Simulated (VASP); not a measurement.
# Al (Fm-3m) in VASP: notebook

Al is run at these levels: PBE; tasks: single point.

Everything below comes from runs of VASP 6.6.1. Logs are shortened: lines on timing, memory, paths and dates and some standing lists are left out, and cuts for length are marked.

## 1. The cell of the first run

It takes space group Fm-3m (No. 225, cubic). The conventional cell has a = 4.043 Å, b = 4.043 Å, c = 4.043 Å, α = 90.00°, β = 90.00°, γ = 90.00°. Within 3.8 Å of Al (site symmetry m-3m) lie 12 Al at 2.86 Å.

## 2. Single point, PBE

INCAR

```
SYSTEM = Al
PREC = Accurate
ENCUT = 520
EDIFF = 1E-7
ISMEAR = 0
SIGMA = 0.05
LREAL = .FALSE.
LASPH = .TRUE.
NELM = 80
ALGO = Normal
ISIF = 2
LWAVE = .FALSE.
LCHARG = .FALSE.
GGA = PE
NBANDS = 8
```

KPOINTS

```
Automatic mesh
0
G
  14 14 14
  0 0 0
```

POSCAR

```
Al
1.0
    0.0000000000      2.0215044438      2.0215044438
    2.0215044438      0.0000000000      2.0215044438
    2.0215044438      2.0215044438      0.0000000000
Al
1
Direct
    0.0000000000      0.0000000000      0.0000000000
```

Potentials or basis: VASP PAW PBE potentials, release 64 (Al).

Run with:

```
$ cat potpaw_PBE.64/Al/POTCAR > POTCAR
$ mpirun -np 1 vasp_std > vasp.out
```

OUTCAR:

```text
SYSTEM = Al
   PREC = Accurate
   ENCUT = 520
   EDIFF = 1E-7
   ISMEAR = 0
   LREAL = .FALSE.
   LASPH = .TRUE.
   NELM = 80
   ISIF = 2
   GGA = PE

 ion  position               nearest neighbor table
   1  0.000  0.000  0.000-

  LATTYP: Found a face centered cubic cell.
 ALAT       =     4.0430088876

  Lattice vectors:

 A1 = (   0.0000000000,   2.0215044438,   2.0215044438)
 A2 = (   2.0215044438,   0.0000000000,   2.0215044438)
 A3 = (   2.0215044438,   2.0215044438,   0.0000000000)

Analysis of symmetry for initial positions (statically):
=====================================================================
 Subroutine PRICEL returns:
 Original cell was already a primitive cell.

 Routine SETGRP: Setting up the symmetry group for a
 face centered cubic supercell.

 Subroutine GETGRP returns: Found 48 space group operations
 (whereof 48 operations were pure point group operations)
 out of a pool of 48 trial point group operations.

The static configuration has the point symmetry O_h .

Analysis of symmetry for dynamics (positions and initial velocities):
=====================================================================
 Subroutine PRICEL returns:
 Original cell was already a primitive cell.

 Routine SETGRP: Setting up the symmetry group for a
 face centered cubic supercell.

 Subroutine GETGRP returns: Found 48 space group operations
 (whereof 48 operations were pure point group operations)
 out of a pool of 48 trial point group operations.

The dynamic configuration has the point symmetry O_h .

 Subroutine INISYM returns: Found 48 space group operations
 (whereof 48 operations are pure point group operations),
 and found     1 'primitive' translations

----------------------------------------------------------------------------------------

                                     Primitive cell

  volume of cell :      16.5217

  direct lattice vectors                    reciprocal lattice vectors
     0.000000000  2.021504444  2.021504444    -0.247340540  0.247340540  0.247340540
     2.021504444  0.000000000  2.021504444     0.247340540 -0.247340540  0.247340540
     2.021504444  2.021504444  0.000000000     0.247340540  0.247340540 -0.247340540

  length of vectors
     2.858839001  2.858839001  2.858839001     0.428406381  0.428406381  0.428406381

  position of ions in fractional coordinates (direct lattice)
     0.000000000  0.000000000  0.000000000

  ion indices of the primitive-cell ions
   primitive index   ion index
                 1           1

----------------------------------------------------------------------------------------

 KPOINTS: Automatic mesh

Automatic generation of k-mesh.
 Grid dimensions read from file:
 generate k-points for:   14   14   14

 Generating k-lattice:

  Cartesian coordinates                     Fractional coordinates (reciprocal lattice)
    -0.017667181  0.017667181  0.017667181     0.071428571  0.000000000  0.000000000
     0.017667181 -0.017667181  0.017667181     0.000000000  0.071428571  0.000000000
     0.017667181  0.017667181 -0.017667181     0.000000000  0.000000000  0.071428571

  Length of vectors
     0.030600456  0.030600456  0.030600456

  Shift w.r.t. Gamma in fractional coordinates (k-lattice)
     0.000000000  0.000000000  0.000000000

 Subroutine IBZKPT returns following result:
 ===========================================

 Found    104 irreducible k-points:

 Following reciprocal coordinates:
            Coordinates               Weight
  0.000000  0.000000  0.000000      1.000000
  0.071429  0.000000  0.000000      8.000000
  0.142857  0.000000  0.000000      8.000000
  0.214286  0.000000  0.000000      8.000000
  0.285714  0.000000  0.000000      8.000000
  0.357143  0.000000  0.000000      8.000000
[... 16 lines left out ...]
  0.214286  0.142857  0.000000     24.000000
  0.285714  0.142857  0.000000     24.000000
 [... further k-points ...]
   k-points           NKPTS =    104   k-points in BZ     NKDIM =    104   number of bands    NBANDS=      8
   number of dos      NEDOS =    301   number of ions     NIONS =      1
   total plane-waves  NPLWV =  13824
   dimension x,y,z NGX =    24 NGY =   24 NGZ =   24
   dimension x,y,z NGXF=    48 NGYF=   48 NGZF=   48
   ions per type =               1
   NGX,Y,Z   is equivalent  to a cutoff of  13.96, 13.96, 13.96 a.u.
   NGXF,Y,Z  is equivalent  to a cutoff of  27.91, 27.91, 27.91 a.u.
 SYSTEM =  Al
   PREC   = accura    normal or accurate (medium, high low for compatibility)
   ISTART =      0    job   : 0-new  1-cont  2-samecut
   ICHARG =      2    charge: 1-file 2-atom 10-const
   ISPIN  =      1    spin polarized calculation?
   LNONCOLLINEAR =      F non collinear calculations
   LSORBIT =      F    spin-orbit coupling
   LASPH  =      T    aspherical Exc in radial PAW
   ENCUT  =  520.0 eV  38.22 Ry    6.18 a.u.   5.32  5.32  5.32*2*pi/ulx,y,z
   NELM   =     80;   NELMIN=  2; NELMDL= -5     # of ELM steps
   EDIFF  = 0.1E-06   stopping-criterion for ELM
   LREAL  =      F    real-space projection
   EDIFFG = 0.1E-05   stopping-criterion for IOM
   NSW    =      0    number of steps for IOM
   IBRION =     -1    ionic relax: 0-MD 1-quasi-New 2-CG
   NFREE  =      0    steps in history (QN), initial steepest desc. (CG)
   ISIF   =      2    stress and relaxation
   ISYM   =      2    0-nonsym 1-usesym 2-fastsym
   POTIM  = 0.5000    time-step for ionic-motion
   TEBEG  =    0.0;   TEEND  =   0.0 temperature during run
   PSTRESS=    0.0 pullay stress
   NELECT =       3.0000    total number of electrons
   NUPDOWN=      -1.0000    fix difference up-down
   EMIN   =  10.00;   EMAX   =-10.00  energy-range for DOS
   EFERMI =   0.00;   METHOD = LEGACY
   ISMEAR =     0;   SIGMA  =   0.05  broadening in eV -4-tet -1-fermi 0-gaus
   EFERMI_NEDOS =   21; number of points for ismear=-14 and -15
   IALGO  =     38    algorithm
   IMIX   =      4    mixing-type and parameters
     AMIX     =   0.40;   BMIX     =  1.00
     AMIX_MAG =   1.60;   BMIX_MAG =  1.00
  volume/ion in A,a.u.               =      16.52       111.49
  Fermi-wavevector in a.u.,A,eV,Ry     =   0.927037  1.751847 11.692822  0.859398
  Thomas-Fermi vector in A             =   2.053064
   LORBIT       =      0    0 simple, 1 ext, 2 COOP (PROOUT), +10 PAW based schemes
   GGA     = PE    functional components
   LHFCALC =     F    Hartree Fock is set to
   AEXX    =    0.0000 exact exchange contribution
   IVDW    =     0    specifies the selected vdW correction
   LEPSILON=     F    determine dielectric tensor
   LRPA    =     F    only Hartree local field effects (RPA)
 non-spin polarized calculation
 Gauss-broadening in eV      SIGMA  =   0.05
  energy-cutoff  :      520.00
  volume of cell :       16.52
 maximum number of plane-waves:       459
 NGX is ok and might be reduce to    24
   NGX = 11   NGY = 11   NGZ = 11

 number of electron       3.0000000 magnetization

 Free energy of the ion-electron system (eV)
  ---------------------------------------------------
  ext. energy  EPLUGINS =         0.00000000
  ---------------------------------------------------
  free energy    TOTEN  =        -3.73846664 eV

  energy without entropy =       -3.73799934  energy(sigma->0) =       -3.73823299

 E-fermi :   7.9554     XC(G=0): -10.1924

 val. band max:        7.9483963768   @ k =  -0.3571   0.4286   0.2143
 cond. band min:       7.9991182744   @ k =   0.5000   0.2857   0.0000
 fundamental gap:      0.0507218975
 Fermi energy:         7.9553804223

 k-point     1 :       0.0000    0.0000    0.0000
  band No.  band energies     occupation
      1      -3.1395      2.00000
      2      20.5976      0.00000
      3      20.5976      0.00000
      4      20.5976      0.00000
      5      22.0788      0.00000
      6      22.0788      0.00000
      7      22.0788      0.00000
      8      24.4420      0.00000

 k-point     2 :       0.0714    0.0000    0.0000
  band No.  band energies     occupation
      1      -3.0009      2.00000
      2      18.4579      0.00000
      3      20.1384      0.00000
      4      20.1384      0.00000
      5      22.7254      0.00000
      6      22.7518      0.00000
      7      22.7518      0.00000
      8      25.8381      0.00000

 k-point     3 :       0.1429    0.0000    0.0000
  band No.  band energies     occupation
      1      -2.5861      2.00000
      2      15.5740      0.00000
      3      19.5039      0.00000
      4      19.5039      0.00000
      5      22.6370      0.00000
      6      23.8767      0.00000
      7      23.8767      0.00000
      8      25.3658      0.00000

 k-point     4 :       0.2143    0.0000    0.0000
  band No.  band energies     occupation
      1      -1.8973      2.00000
      2      12.7654      0.00000
      3      19.0373      0.00000
      4      19.0373      0.00000
      5      22.4109      0.00000
      6      23.3726      0.00000
      7      23.3726      0.00000
      8      26.0018      0.00000

 k-point     5 :       0.2857    0.0000    0.0000
  band No.  band energies     occupation
      1      -0.9386      2.00000
      2      10.1272      0.00000
      3      18.7864      0.00000
      4      18.7864      0.00000
      5      22.1046      0.00000
      6      22.1046      0.00000
      7      22.2858      0.00000
      8      26.0998      0.00000

 k-point     6 :       0.3571    0.0000    0.0000
  band No.  band energies     occupation
      1       0.2848      2.00000
      2       7.6937      2.00000
      3      18.7625      0.00000
      4      18.7625      0.00000
      5      20.9869      0.00000
      6      20.9869      0.00000
      7      22.3498      0.00000
      8      24.9339      0.00000

 k-point     7 :       0.4286    0.0000    0.0000
  band No.  band energies     occupation
      1       1.7659      2.00000
      2       5.4835      2.00000
      3      18.9696      0.00000
      4      18.9696      0.00000
      5      20.0849      0.00000
      6      20.0849      0.00000
      7      22.6402      0.00000
      8      23.9497      0.00000

 k-point     8 :       0.5000    0.0000    0.0000
  band No.  band energies     occupation
      1       3.3984      2.00000
      2       3.6075      2.00000
      3      19.3807      0.00000
      4      19.3807      0.00000
      5      19.4410      0.00000
      6      19.4410      0.00000
      7      23.1054      0.00000
      8      23.2483      0.00000

 k-point     9 :       0.0714    0.0714    0.0000
  band No.  band energies     occupation
      1      -2.9548      2.00000
      2      19.1739      0.00000
      3      19.1739      0.00000
      4      19.4653      0.00000
      5      21.6475      0.00000
      6      23.7725      0.00000
      7      23.7725      0.00000
      8      25.3111      0.00000

 k-point    10 :       0.1429    0.0714    0.0000
  band No.  band energies     occupation
      1      -2.6321      2.00000
      2      16.5896      0.00000
      3      18.3858      0.00000
      4      19.5487      0.00000
      5      21.9251      0.00000
      6      23.6174      0.00000
      7      24.1600      0.00000
      8      24.9819      0.00000
[... 78 lines left out ...]
 k-point    18 :      -0.2857    0.0714    0.0000
  band No.  band energies     occupation
      1      -0.4389      2.00000
      2       9.3982      0.00000
      3      16.5138      0.00000
      4      20.2143      0.00000
      5      20.4750      0.00000
      6      21.9892      0.00000
      7      23.2075      0.00000
      8      26.8894      0.00000

 k-point    19 :      -0.2143    0.0714    0.0000
  band No.  band energies     occupation
      1      -1.4856      2.00000
      2      11.9573      0.00000
      3      16.7125      0.00000
      4      20.4738      0.00000
      5      21.6371      0.00000
      6      23.1305      0.00000
      7      23.3682      0.00000
      8      25.2060      0.00000

 k-point    20 :      -0.1429    0.0714    0.0000
  band No.  band energies     occupation
      1      -2.2642      2.00000
      2      14.6739      0.00000
      3      17.1661      0.00000
      4      20.8104      0.00000
      5      22.7717      0.00000
      6      23.3270      0.00000
      7      23.9071      0.00000
      8      24.5937      0.00000

 k-point    21 :      -0.0714    0.0714    0.0000
  band No.  band energies     occupation
      1      -2.7703      2.00000
      2      17.2455      0.00000
      3      18.0801      0.00000
      4      20.9569      0.00000
      5      22.2986      0.00000
      6      23.2174      0.00000
      7      24.0163      0.00000
      8      25.0301      0.00000

 k-point    22 :       0.1429    0.1429    0.0000
  band No.  band energies     occupation
      1      -2.4020      2.00000
      2      17.4928      0.00000
      3      17.4928      0.00000
      4      17.7017      0.00000
      5      20.6493      0.00000
      6      21.6830      0.00000
      7      26.2197      0.00000
      8      26.2197      0.00000

 k-point    23 :       0.2143    0.1429    0.0000
  band No.  band energies     occupation
      1      -1.8973      2.00000
      2      14.9465      0.00000
      3      16.8325      0.00000
      4      18.0684      0.00000
      5      19.8861      0.00000
      6      20.8853      0.00000
      7      26.7246      0.00000
      8      27.0338      0.00000

 k-point    24 :       0.2857    0.1429    0.0000
  band No.  band energies     occupation
      1      -1.1207      2.00000
      2      12.2655      0.00000
      3      16.4070      0.00000
      4      17.9402      0.00000
      5      18.3598      0.00000
      6      22.2378      0.00000
      7      26.1555      0.00000
      8      26.7230      0.00000

 [... further k-points ...]
[... 5 lines left out ...]
  --------------------------------------------------------------------------------------
  -------------------------------------------------------------------------------------
  Total       -0.0425908     -0.0425908     -0.0425908     -0.0000000     -0.0000000      0.0000000
  in kB       -4.1302141     -4.1302141     -4.1302141     -0.0000000     -0.0000000      0.0000000
  external PRESSURE =      -4.1302141 kB  Pullay stress =       0.0000000 kB

 VOLUME and BASIS-vectors are now :
 -----------------------------------------------------------------------------
  energy-cutoff  :      520.00
  volume of cell :       16.52
      direct lattice vectors                 reciprocal lattice vectors
     0.000000000  2.021504444  2.021504444    -0.247340540  0.247340540  0.247340540
     2.021504444  0.000000000  2.021504444     0.247340540 -0.247340540  0.247340540
     2.021504444  2.021504444  0.000000000     0.247340540  0.247340540 -0.247340540

 POSITION                                       TOTAL-FORCE (eV/Angst)
 -----------------------------------------------------------------------------------
      0.00000      0.00000      0.00000         0.000000      0.000000      0.000000
 -----------------------------------------------------------------------------------
    total drift:                                0.000000     -0.000000     -0.000000

  FREE ENERGIE OF THE ION-ELECTRON SYSTEM (eV)
  ---------------------------------------------------
  free  energy   TOTEN  =        -3.7384666396 eV

  energy  without entropy=       -3.7379993381  energy(sigma->0) =       -3.73823299
```

Wall time 9.3 s (1 thread of AMD EPYC 7R13 (Zen 3), shared host); peak memory 0.11 GiB.

What came out:

```yaml
Free_energy: -3.7385 eV
Pressure: -0.4 GPa
```

(Part 1 of 2 ends here.)
